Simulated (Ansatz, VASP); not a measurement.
**Two plane-wave programs on Ti**

```
Ti
1.0
     0.00000    1.92653    2.02792
     1.92653    0.00000    2.02792
     1.92653    1.92653    0.00000
Ti
1
Direct
  0.00000 0.00000 0.00000
```

Change from the starting cell: strain -0.050 along x and y, +0.000 along z, atoms carried along.

Alike in both runs: task single point; functional PBEsol; k mesh 26 × 26 × 26; occupations gaussian, width 0.15 eV; no spin polarisation.

```csv
,VASP,Ansatz
version,VASP 6.6.1,Ansatz 0.2.0
potentials or method,"VASP PAW PBE potentials, release 64 (Ti_sv), cutoff 520 eV","scalar-relativistic, plane waves, PAW"
valence electrons in the cell,12,12
```

```csv
,VASP,Ansatz,Ansatz less VASP
gap on the k mesh at the Fermi level (eV),none,none,-
pressure (GPa),13.5,14.0,+0.49
"traceless stress, the component that is largest in VASP (GPa)",-1.10,-1.07,+0.027
```

VASP's potentials were made for PBE, not for PBEsol. A gap of «none» marks a metal or a gap that the smearing closes.
